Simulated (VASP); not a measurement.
# Ir (Fm-3m) in VASP: notebook

Aim: see how the results for Ir move with the level of theory and the settings. Levels: HSE06, r2SCANh, PBE0. Tasks: single point.

All numbers are computed with VASP 6.6.1; they aren't measurements. Logs are shortened: lines on timing, memory, paths and dates and some standing lists are left out, and cuts for length are marked.

**1. The cell of the first run**

It takes space group Fm-3m (No. 225, cubic). The conventional cell has a = 3.805 Å, b = 3.805 Å, c = 3.805 Å, α = 90.00°, β = 90.00°, γ = 90.00°. Within 3.5 Å of Ir (site symmetry m-3m) lie 12 Ir at 2.69 Å.

**2. Single point, HSE06**

POSCAR

```
Ir
1.0
    0.0000000000      1.9027432368      1.9027432368
    1.9027432368      0.0000000000      1.9027432368
    1.9027432368      1.9027432368      0.0000000000
Ir
1
Direct
    0.0000000000      0.0000000000      0.0000000000
```

INCAR.step1

```
  ALGO = Normal
  EDIFF = 1E-5
  ENCUT = 420
  GGA = PE
  GGA_COMPAT = F
  ISIF = 2
  ISMEAR = -1
  LASPH = T
  LREAL = F
  LWAVE = T
  NBANDS = 14
  NELM = 120
  PREC = Accurate
  SIGMA = 0.05
```

INCAR.step2

```
  ALGO = Normal
  EDIFF = 1E-6
  ENCUT = 420
  GGA = PE
  GGA_COMPAT = F
  HFSCREEN = 0.2079
  ISIF = 2
  ISMEAR = -1
  ISTART = 1
  LASPH = T
  LCHARG = T
  LELF = T
  LHFCALC = T
  LREAL = F
  LVHAR = T
  LWAVE = F
  NBANDS = 14
  NELM = 120
  PREC = Accurate
  PRECFOCK = Normal
  SIGMA = 0.05
```

KPOINTS

```
k-points
0
Gamma
  8 8 8
```

Potentials or basis: VASP PAW PBE potentials, release 64 (Ir_sv_GW).

On the command line:

```bash
cat potpaw_PBE.64/Ir_sv_GW/POTCAR > POTCAR
cp INCAR.step1 INCAR
mpirun -np 1 vasp_std > vasp.out
cp INCAR.step2 INCAR
mpirun -np 1 vasp_std > vasp.out
```

OUTCAR:

```text
EDIFF = 1E-6
   ENCUT = 420
   GGA = PE
   HFSCREEN = 0.2079
   ISIF = 2
   ISMEAR = -1
   ISTART = 1
   LASPH = T
   LHFCALC = T
   LREAL = F
   NELM = 120
   PREC = Accurate
   PRECFOCK = Normal

 ion  position               nearest neighbor table
   1  0.000  0.000  0.000-

  LATTYP: Found a face centered cubic cell.
 ALAT       =     3.8054864736

  Lattice vectors:

 A1 = (   0.0000000000,   1.9027432368,   1.9027432368)
 A2 = (   1.9027432368,   0.0000000000,   1.9027432368)
 A3 = (   1.9027432368,   1.9027432368,   0.0000000000)

Analysis of symmetry for initial positions (statically):
=====================================================================
 Subroutine PRICEL returns:
 Original cell was already a primitive cell.

 Routine SETGRP: Setting up the symmetry group for a
 face centered cubic supercell.

 Subroutine GETGRP returns: Found 48 space group operations
 (whereof 48 operations were pure point group operations)
 out of a pool of 48 trial point group operations.

The static configuration has the point symmetry O_h .

Analysis of symmetry for dynamics (positions and initial velocities):
=====================================================================
 Subroutine PRICEL returns:
 Original cell was already a primitive cell.

 Routine SETGRP: Setting up the symmetry group for a
 face centered cubic supercell.

 Subroutine GETGRP returns: Found 48 space group operations
 (whereof 48 operations were pure point group operations)
 out of a pool of 48 trial point group operations.

The dynamic configuration has the point symmetry O_h .

 Subroutine INISYM returns: Found 48 space group operations
 (whereof 48 operations are pure point group operations),
 and found     1 'primitive' translations

----------------------------------------------------------------------------------------

                                     Primitive cell

  volume of cell :      13.7775

  direct lattice vectors                    reciprocal lattice vectors
     0.000000000  1.902743237  1.902743237    -0.262778493  0.262778493  0.262778493
     1.902743237  0.000000000  1.902743237     0.262778493 -0.262778493  0.262778493
     1.902743237  1.902743237  0.000000000     0.262778493  0.262778493 -0.262778493

  length of vectors
     2.690885291  2.690885291  2.690885291     0.455145701  0.455145701  0.455145701

  position of ions in fractional coordinates (direct lattice)
     0.000000000  0.000000000  0.000000000

  ion indices of the primitive-cell ions
   primitive index   ion index
                 1           1

----------------------------------------------------------------------------------------

 KPOINTS: k-points

Automatic generation of k-mesh.
 Grid dimensions read from file:
 generate k-points for:    8    8    8

 Generating k-lattice:

  Cartesian coordinates                     Fractional coordinates (reciprocal lattice)
    -0.032847312  0.032847312  0.032847312     0.125000000  0.000000000  0.000000000
     0.032847312 -0.032847312  0.032847312     0.000000000  0.125000000  0.000000000
     0.032847312  0.032847312 -0.032847312     0.000000000  0.000000000  0.125000000

  Length of vectors
     0.056893213  0.056893213  0.056893213

  Shift w.r.t. Gamma in fractional coordinates (k-lattice)
     0.000000000  0.000000000  0.000000000

 Subroutine IBZKPT returns following result:
 ===========================================

 Found     29 irreducible k-points:

 Following reciprocal coordinates:
            Coordinates               Weight
  0.000000  0.000000  0.000000      1.000000
  0.125000  0.000000  0.000000      8.000000
  0.250000  0.000000  0.000000      8.000000
  0.375000  0.000000  0.000000      8.000000
  0.500000  0.000000  0.000000      4.000000
  0.125000  0.125000  0.000000      6.000000
[... 16 lines left out ...]
  0.500000  0.250000  0.125000     48.000000
 -0.375000  0.250000  0.125000     24.000000
 [... further k-points ...]
   k-points           NKPTS =     29   k-points in BZ     NKDIM =    512   number of bands    NBANDS=     14
   number of dos      NEDOS =    301   number of ions     NIONS =      1
   total plane-waves  NPLWV =   5832
   dimension x,y,z NGX =    18 NGY =   18 NGZ =   18
   dimension x,y,z NGXF=    36 NGYF=   36 NGZF=   36
   ions per type =               1
   NGX,Y,Z   is equivalent  to a cutoff of  11.12, 11.12, 11.12 a.u.
   NGXF,Y,Z  is equivalent  to a cutoff of  22.24, 22.24, 22.24 a.u.
 SYSTEM =  unknown system
   PREC   = accura    normal or accurate (medium, high low for compatibility)
   ISTART =      1    job   : 0-new  1-cont  2-samecut
   ICHARG =      0    charge: 1-file 2-atom 10-const
   ISPIN  =      1    spin polarized calculation?
   LNONCOLLINEAR =      F non collinear calculations
   LSORBIT =      F    spin-orbit coupling
   LASPH  =      T    aspherical Exc in radial PAW
   ENCUT  =  420.0 eV  30.87 Ry    5.56 a.u.   4.50  4.50  4.50*2*pi/ulx,y,z
   NELM   =    120;   NELMIN=  2; NELMDL=  0     # of ELM steps
   EDIFF  = 0.1E-05   stopping-criterion for ELM
   LREAL  =      F    real-space projection
   EDIFFG = 0.1E-04   stopping-criterion for IOM
   NSW    =      0    number of steps for IOM
   IBRION =     -1    ionic relax: 0-MD 1-quasi-New 2-CG
   NFREE  =      0    steps in history (QN), initial steepest desc. (CG)
   ISIF   =      2    stress and relaxation
   ISYM   =      3    0-nonsym 1-usesym 2-fastsym
   POTIM  = 0.5000    time-step for ionic-motion
   TEBEG  =    0.0;   TEEND  =   0.0 temperature during run
   PSTRESS=    0.0 pullay stress
   NELECT =      17.0000    total number of electrons
   NUPDOWN=      -1.0000    fix difference up-down
   EMIN   =  10.00;   EMAX   =-10.00  energy-range for DOS
   EFERMI =   0.00;   METHOD = LEGACY
   ISMEAR =    -1;   SIGMA  =   0.05  broadening in eV -4-tet -1-fermi 0-gaus
   EFERMI_NEDOS =   21; number of points for ismear=-14 and -15
   IALGO  =     38    algorithm
   IMIX   =      1    mixing-type and parameters
     AMIX     =   0.40;   BMIX     =  1.00
     AMIX_MAG =   1.60;   BMIX_MAG =  1.00
  volume/ion in A,a.u.               =      13.78        92.98
  Fermi-wavevector in a.u.,A,eV,Ry     =   1.755905  3.318179 41.949503  3.083201
  Thomas-Fermi vector in A             =   2.825559
   LORBIT       =      0    0 simple, 1 ext, 2 COOP (PROOUT), +10 PAW based schemes
   GGA     = PE    functional components
   LHFCALC =     T    Hartree Fock is set to
   PRECFOCK=normal    Normal, Fast or Accurate (Low or Medium for compatibility)
   ENCUT4O =  -1.0   cutoff for four orbital integrals eV
   NKREDX  =     1    reduce k-point grid by
   NKREDY  =     1    reduce k-point grid by
   NKREDZ  =     1    reduce k-point grid by
   AEXX    =    0.2500 exact exchange contribution
   HFSCREEN=    0.2079 screening length (either q_TF or 0.3 A-1)
   HFSCREENC=   0.2079 screening length for correlation (either q_TF or 0.3 A-1)
   ENCUTFOCK=  -1.0 apply spherical cutoff to Coloumb kernel
   IVDW    =     0    specifies the selected vdW correction
   LEPSILON=     F    determine dielectric tensor
   LRPA    =     F    only Hartree local field effects (RPA)
 non-spin polarized calculation
  energy-cutoff  :      420.00
  volume of cell :       13.78
 maximum number of plane-waves:       290
 NGX is ok and might be reduce to    18
  NGX = 14; NGY = 14; NGZ = 14

 number of electron      16.9999998 magnetization

 Free energy of the ion-electron system (eV)
  ---------------------------------------------------
  ext. energy  EPLUGINS =         0.00000000
  ---------------------------------------------------
  free energy    TOTEN  =        -9.61936873 eV

  energy without entropy =       -9.61090859  energy(sigma->0) =       -9.61513866

 E-fermi :  13.1616     XC(G=0): -11.9300

 val. band max:       13.0887959109   @ k =  -0.3750   0.1250   0.0000
 cond. band min:      13.2240176471   @ k =   0.3750   0.1250   0.0000
 fundamental gap:      0.1352217362
 Fermi energy:        13.1616354434

 k-point     1 :       0.0000    0.0000    0.0000
  band No.  band energies     occupation
      1     -84.3683      2.00000
      2     -39.3728      2.00000
      3     -39.3728      2.00000
      4     -39.3728      2.00000
      5       0.5571      2.00000
      6       8.3833      2.00000
      7       8.3833      2.00000
      8       8.3833      2.00000
      9      11.1640      2.00000
     10      11.1640      2.00000
     11      27.5348      0.00000
     12      33.4823      0.00000
     13      33.4823      0.00000
     14      33.4823      0.00000

 k-point     2 :       0.1250    0.0000    0.0000
  band No.  band energies     occupation
      1     -84.3550      2.00000
      2     -39.5299      2.00000
      3     -39.3949      2.00000
      4     -39.3949      2.00000
      5       1.3285      2.00000
      6       8.0309      2.00000
      7       8.6977      2.00000
      8       8.6977      2.00000
      9      11.0374      2.00000
     10      11.0374      2.00000
     11      28.7621      0.00000
     12      31.1023      0.00000
     13      34.7250      0.00000
     14      34.7250      0.00000

 k-point     3 :       0.2500    0.0000    0.0000
  band No.  band energies     occupation
      1     -84.3228      2.00000
      2     -39.9017      2.00000
      3     -39.4493      2.00000
      4     -39.4493      2.00000
      5       3.0103      2.00000
      6       7.9167      2.00000
      7       8.8055      2.00000
      8       8.8055      2.00000
      9      11.6474      2.00000
     10      11.6475      2.00000
     11      27.6903      0.00000
     12      30.7083      0.00000
     13      37.9687      0.00000
     14      37.9687      0.00000
[... 324 lines left out ...]
 k-point    23 :       0.5000    0.2500    0.1250
  band No.  band energies     occupation
      1     -84.2729      2.00000
      2     -40.1880      2.00000
      3     -39.7590      2.00000
      4     -39.5792      2.00000
      5       5.3644      2.00000
      6       7.0135      2.00000
      7       7.6420      2.00000
      8      10.1379      2.00000
      9      12.9030      1.98872
     10      16.5690      0.00000
     11      24.6097      0.00000
     12      29.9613      0.00000
     13      30.8309      0.00000
     14      35.8036      0.00000

 k-point    24 :      -0.3750    0.2500    0.1250
  band No.  band energies     occupation
      1     -84.2621      2.00000
      2     -40.2706      2.00000
      3     -39.7959      2.00000
      4     -39.6123      2.00000
      5       5.3640      2.00000
      6       6.6758      2.00000
      7       8.8283      2.00000
      8       9.7352      2.00000
      9      13.8471      0.00000
     10      19.0105      0.00000
     11      20.9954      0.00000
     12      29.7638      0.00000
     13      30.4581      0.00000
     14      33.8599      0.00000

 [... further k-points ...]

------------------------ aborting loop because EDIFF is reached ----------------------------------------

  FORCE on cell =-STRESS in cart. coord.  units (eV):
  Direction    XX          YY          ZZ          XY          YZ          ZX
  --------------------------------------------------------------------------------------
  -------------------------------------------------------------------------------------
  Total        0.5124380      0.5124380      0.5124380      0.0000000      0.0000000      0.0000000
  in kB       59.5910964     59.5910964     59.5910964      0.0000000      0.0000000      0.0000000
  external PRESSURE =      59.5910964 kB  Pullay stress =       0.0000000 kB

 VOLUME and BASIS-vectors are now :
 -----------------------------------------------------------------------------
  energy-cutoff  :      420.00
  volume of cell :       13.78
      direct lattice vectors                 reciprocal lattice vectors
     0.000000000  1.902743237  1.902743237    -0.262778493  0.262778493  0.262778493
     1.902743237  0.000000000  1.902743237     0.262778493 -0.262778493  0.262778493
     1.902743237  1.902743237  0.000000000     0.262778493  0.262778493 -0.262778493

 POSITION                                       TOTAL-FORCE (eV/Angst)
 -----------------------------------------------------------------------------------
      0.00000      0.00000      0.00000         0.000000      0.000000     -0.000000
 -----------------------------------------------------------------------------------
    total drift:                                0.000073      0.000179      0.000113

  FREE ENERGIE OF THE ION-ELECTRON SYSTEM (eV)
  ---------------------------------------------------
  free  energy   TOTEN  =        -9.6193687328 eV

  energy  without entropy=       -9.6109085870  energy(sigma->0) =       -9.61513866
```

It took 27 min on 1 thread of Intel Xeon Platinum 8375C at 2.90GHz (Ice Lake), shared host; peak memory 0.24 GiB.

What came out:

```
Free energy            : -9.6194 eV
Pressure               : 6.0 GPa
Band gap on the k mesh : zero (an odd number of electrons rules out a gap without spin polarisation)
```

Levels at points of the mesh, in eV from the Fermi level:
| k point | band 5 | band 6 | band 7 | band 8 | band 9 | band 10 | band 11 | band 12 |
| --- | --- | --- | --- | --- | --- | --- | --- | --- |
| (0.00, 0.00, 0.00) | -12.60 | -4.78 | -4.78 | -4.78 | -2.00 | -2.00 | 14.37 | 20.32 |
| (0.50, 0.00, 0.00) | -9.47 | -5.07 | -5.07 | -1.03 | 1.04 | 1.04 | 8.61 | 14.06 |
| (0.50, 0.50, 0.00) | -9.49 | -8.74 | 0.54 | 1.72 | 1.89 | 1.89 | 12.10 | 12.51 |

Caveat: the cell stands under pressure; the PAW data sets were made with another functional, which shifts forces and pressure a little; spin-orbit coupling is left out, which moves the levels of the heavy elements.

**3. Single point, r2SCANh**

This run uses another cell than the first one, of 14.34 Å³/atom.

POSCAR

```
Ir
1.0
    0.0000000000      1.9282864624      1.9282864624
    1.9282864624      0.0000000000      1.9282864624
    1.9282864624      1.9282864624      0.0000000000
Ir
1
Direct
    0.0000000000      0.0000000000      0.0000000000
```

INCAR.step1

```
SYSTEM = Ir
  PREC = Accurate
  ENCUT = 460
  EDIFF = 1E-5
  ISMEAR = -1
  SIGMA = 0.05
  LREAL = .FALSE.
  LASPH = .TRUE.
  NELM = 120
  ALGO = Normal
  ISIF = 2
  LWAVE = .TRUE.
  NBANDS = 14
  GGA = PE
  GGA_COMPAT = .FALSE.
```

INCAR.step2

```
SYSTEM = Ir
  PREC = Accurate
  ENCUT = 460
  EDIFF = 1E-6
  ISMEAR = -1
  SIGMA = 0.05
  LREAL = .FALSE.
  LASPH = .TRUE.
  NELM = 120
  ALGO = Normal
  ISIF = 2
  LWAVE = .FALSE.
  LCHARG = .TRUE.
  METAGGA = R2SCAN
  LHFCALC = .TRUE.
  AEXX = 0.1
  LMIXTAU = .TRUE.
  PRECFOCK = Normal
  LELF = .TRUE.
  LVHAR = .TRUE.
  NBANDS = 14
  ISTART = 1
  GGA_COMPAT = .FALSE.
```

KPOINTS

```
Automatic mesh
0
G
  6 6 6
  0 0 0
```

Potentials or basis: VASP PAW PBE potentials, release 64 (Ir_sv_GW).

On the command line:

```bash
cat potpaw_PBE.64/Ir_sv_GW/POTCAR > POTCAR
cp INCAR.step1 INCAR
mpirun -np 1 vasp_std > vasp.out
cp INCAR.step2 INCAR
mpirun -np 1 vasp_std > vasp.out
```

Run time: 16 min. Hardware: 1 thread of Intel Xeon 6975P-C (Granite Rapids), shared host; peak memory 0.14 GiB.

Results (log left out):

* Free energy: -48.8811 eV
* Pressure: -10.0 GPa
* Band gap on the k mesh: zero (an odd number of electrons rules out a gap without spin polarisation)

Levels at points of the mesh, in eV from the Fermi level:
```
           k point  band 4  band 5  band 6  band 7  band 8  band 9  band 10  band 11  band 12  band 13
(0.00, 0.00, 0.00)  -51.51  -11.41   -3.82   -3.82   -3.82   -1.10    -1.10    15.31    21.08    21.08
(0.50, 0.00, 0.00)  -51.63   -8.27   -4.01   -4.01   -0.35    1.64     1.64     8.62    15.04    21.04
(0.50, 0.50, 0.00)  -51.83   -8.10   -7.49    1.41    2.29    2.29     2.46    12.06    13.00    13.00
```

Caveat: the k points lie up to 0.47 Å⁻¹ apart, too coarse for converged energies and pressures of a metal; the PAW data sets were made with another functional, which shifts forces and pressure a little; spin-orbit coupling is left out, which moves the levels of the heavy elements.

**4. Single point, PBE0**

This run uses another cell than the first one, of 14.34 Å³/atom.

POSCAR is that of step 3.

INCAR.step1

```
SYSTEM = Ir
PREC = Accurate ; ENCUT = 520
EDIFF = 1E-5 ; ISMEAR = -1
SIGMA = 0.05 ; LREAL = .FALSE.
LASPH = .TRUE. ; NELM = 100
ALGO = Normal ; ISIF = 2
LWAVE = .TRUE. ; LCHARG = .FALSE.
GGA = PE ; NBANDS = 10
```

INCAR.step2

```
SYSTEM = Ir
PREC = Accurate ; ENCUT = 520
EDIFF = 1E-7 ; ISMEAR = -1
SIGMA = 0.05 ; LREAL = .FALSE.
LASPH = .TRUE. ; NELM = 100
ALGO = Normal ; ISIF = 2
LWAVE = .FALSE. ; LCHARG = .FALSE.
GGA = PE ; LHFCALC = .TRUE.
AEXX = 0.25 ; PRECFOCK = Normal
ISTART = 1 ; NBANDS = 10
```

KPOINTS

```
Automatic mesh
0
G
  8 8 8
  0 0 0
```

Potentials or basis: VASP PAW PBE potentials, release 64 (Ir).

On the command line:

```bash
cat potpaw_PBE.64/Ir/POTCAR > POTCAR
cp INCAR.step1 INCAR
mpirun -np 1 vasp_std > vasp.out
cp INCAR.step2 INCAR
mpirun -np 1 vasp_std > vasp.out
```

Run time: 69 min. Hardware: 1 thread of Intel Xeon 8259CL, shared host; peak memory 0.15 GiB.

The run converged. Its results:

- Free energy: -10.9125 eV
- Pressure: -5.4 GPa
- Band gap on the k mesh: zero (an odd number of electrons rules out a gap without spin polarisation)

Levels at points of the mesh, in eV from the Fermi level:
```
           k point  band 2  band 3  band 4  band 5  band 6  band 7
(0.00, 0.00, 0.00)   -4.91   -4.91   -4.91   -2.36   -2.36   15.72
(0.50, 0.00, 0.00)   -5.20   -5.20   -1.27    1.24    1.24    8.53
(0.50, 0.50, 0.00)   -8.65    0.50    1.94    2.08    2.08   11.87
```

Caveat: the cell stands under tension; the PAW data sets were made with another functional, which shifts forces and pressure a little; spin-orbit coupling is left out, which moves the levels of the heavy elements.

**5. The runs side by side**

| level | potentials or basis | cell | k mesh | cutoff (eV) | share of exact exchange | screening parameter | gap on the mesh (eV) | pressure (GPa) |
| --- | --- | --- | --- | --- | --- | --- | --- | --- |
| HSE06 | VASP PAW PBE potentials, release 64 (Ir_sv_GW) | a = 2.691 Å, angles 60.0°, 1 atom | 8 × 8 × 8 | 420 | 0.25 | 0.2079 1/Å | none | 6.0 |
| r2SCANh | VASP PAW PBE potentials, release 64 (Ir_sv_GW) | a = 2.727 Å, angles 60.0°, 1 atom | 6 × 6 × 6 | 460 | 0.1 | - | none | -10.0 |
| PBE0 | VASP PAW PBE potentials, release 64 (Ir) | a = 2.727 Å, angles 60.0°, 1 atom | 8 × 8 × 8 | 520 | 0.25 | - | none | -5.4 |

Alike in all rows: task single point; no spin polarisation; smearing fermi-dirac 0.05 eV.

Caveats: some runs use coarse meshes; the PAW data sets were made with another functional, which shifts forces and pressure a little; spin-orbit coupling is left out, which moves the levels of the heavy elements; the cell stands under pressure (at least some runs); the cell stands under tension (at least some runs).

Total energies depend on the potentials used, so only differences within one code and one set of settings carry meaning.

The gap in the log of VASP goes by the Fermi energy; the results here count the filled bands.